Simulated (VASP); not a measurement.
A run of VASP 6.6.1 is set up as follows.

Contents of INCAR:

```
SYSTEM = ReS
ALGO = Normal ; EDIFF = 1E-6
ENCUT = 520 ; GGA = PE
ISIF = 2 ; ISMEAR = 0
ISPIN = 2 ; LASPH = .True.
LCHARG = .False. ; LMAXMIX = 4
LORBIT = 11 ; LREAL = .False.
LWAVE = .False. ; MAGMOM = 0.11 0
NBANDS = 18 ; NELM = 150
PREC = Accurate ; SIGMA = 0.05
```

The input KPOINTS:

```
k-points
0
Gamma
  12 12 12
  0 0 0
```

POSCAR

```
ReS
1.0
    0.0000000000      2.7028491042      2.7028491042
    2.7028491042      0.0000000000      2.7028491042
    2.7028491042      2.7028491042      0.0000000000
Re S
1 1
Direct
    0.0000000000      0.0000000000      0.0000000000
    0.2500000000      0.2500000000      0.2500000000
```

Potentials or basis: VASP PAW PBE potentials, release 64 (Re, S).

Run with:

```console
$ cat potpaw_PBE.64/Re/POTCAR potpaw_PBE.64/S/POTCAR > POTCAR
$ mpirun -np 1 vasp_std > vasp.out
```

Predict the net moment.

0.15 μB per cell.

What does it give for the pressure?

-12.9 GPa.

Estimate the site moments.

Re +0.14; S -0.00 μB.
